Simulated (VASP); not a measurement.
Here is a VASP 6.6.1 calculation.

Contents of INCAR:

```
SYSTEM = RbZn2
PREC     = Accurate       ! precision mode
ENCUT    = 520            ! plane-wave cutoff, eV
EDIFF    = 1E-7           ! SCF threshold, eV
ISMEAR   = 0              ! smearing method
SIGMA    = 0.1            ! smearing width, eV
LREAL    = .FALSE.        ! projectors in reciprocal space
LASPH    = .TRUE.         ! aspherical terms in the spheres
NELM     = 100            ! most SCF steps
ALGO     = Normal         ! electronic algorithm
ISIF     = 2              ! what is computed and relaxed
LWAVE    = .FALSE.        ! write WAVECAR
LCHARG   = .FALSE.        ! write CHGCAR
GGA      = PE             ! functional
NBANDS   = 24             ! bands
```

File KPOINTS:

```
Automatic mesh
0
G
  6 6 6
  0 0 0
```

File POSCAR:

```
RbZn2
1.0
    4.4866852151      0.0000000000      0.0000000000
   -2.2433426075      3.8855833751      0.0000000000
    0.0000000000      0.0000000000      5.5263713927
Rb Zn
1 2
Direct
    0.0000000000      0.0000000000      0.0000000000
    0.3333333333      0.6666666667      0.5000000000
    0.6666666667      0.3333333333      0.5000000000
```

Potentials or basis: VASP PAW PBE potentials, release 64 (Rb_sv, Zn).

The run is started by

```sh
$ cat potpaw_PBE.64/Rb_sv/POTCAR potpaw_PBE.64/Zn/POTCAR > POTCAR
$ mpirun -np 1 vasp_std > vasp.out
```

(1) What does it give for the pressure?

(2) Estimate the band gap on the k mesh.

Answers

(1) 0.0 GPa.

(2) zero (an odd number of electrons rules out a gap without spin polarisation).
